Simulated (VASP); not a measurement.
Wanted: the native input for a VASP 6.6.1 run.

| Quantity | Value |
| --- | --- |
| Task | single point |
| Functional | PBEsol |
| Potentials or basis | VASP PAW PBE potentials, release 64 (Sn_d, Se) |
| Cutoff | 520 eV |
| k mesh | 6 × 6 × 4 |
| Occupations | gaussian, width 0.05 eV |
| Spin | no spin polarisation |
| Dipole correction | no |
| Further INCAR settings | ALGO = Normal; EDIFF = 1e-06; NBANDS = 20 |

The structure of SnSe2 lies in POSCAR:

```
SnSe2
1.0
    4.0231463824      0.0000000000      0.0000000000
   -2.0115731912      3.4841469703      0.0000000000
    0.0000000000      0.0000000000      5.5068351236
Sn Se
1 2
Direct
    0.0000000000      0.0000000000      0.0000000000
    0.3333333333      0.6666666667      0.2500000000
    0.6666666667      0.3333333333      0.7500000000
```

This cell differs from its parent crystal: ratio of the length along z to the lengths across it x 0.85, volume and fractional coordinates fixed.

These files were run (other wordings do the same):

INCAR

```
PREC     = Accurate       # precision mode
ENCUT    = 520            # plane-wave cutoff, eV
EDIFF    = 1E-6           # SCF threshold, eV
ISMEAR   = 0              # smearing method
SIGMA    = 0.05           # smearing width, eV
LREAL    = F              # projectors in reciprocal space
LASPH    = T              # aspherical terms in the spheres
NELM     = 60             # most SCF steps
ALGO     = Normal         # electronic algorithm
ISIF     = 2              # what is computed and relaxed
LWAVE    = F              # write WAVECAR
LCHARG   = T              # write CHGCAR
GGA      = PS             # functional
LELF     = T              # ELF
LVHAR    = T            
NBANDS   = 20             # bands
```

KPOINTS

```
regular mesh
0
Gamma
  6 6 4
```

Potentials or basis: VASP PAW PBE potentials, release 64 (Sn_d, Se).

Launch:

```bash
$ cat potpaw_PBE.64/Sn_d/POTCAR potpaw_PBE.64/Se/POTCAR > POTCAR
$ mpirun -np 1 vasp_std > vasp.out
```

It gave:

```yaml
Pressure: 1.7 GPa
Largest_force: 1.095 eV/Å
Band_gap_on_the_k_mesh: 0.22 eV, indirect (least direct gap 0.77 eV)
```

Caveat: the PAW data sets were made with another functional, which shifts forces and pressure a little; spin-orbit coupling is left out, which moves the levels of the heavy elements.

Run time: 40 s on 1 thread of Intel(R) Xeon(R) Platinum 8488C (Sapphire Rapids), on a shared host, peak memory 0.2 GiB.
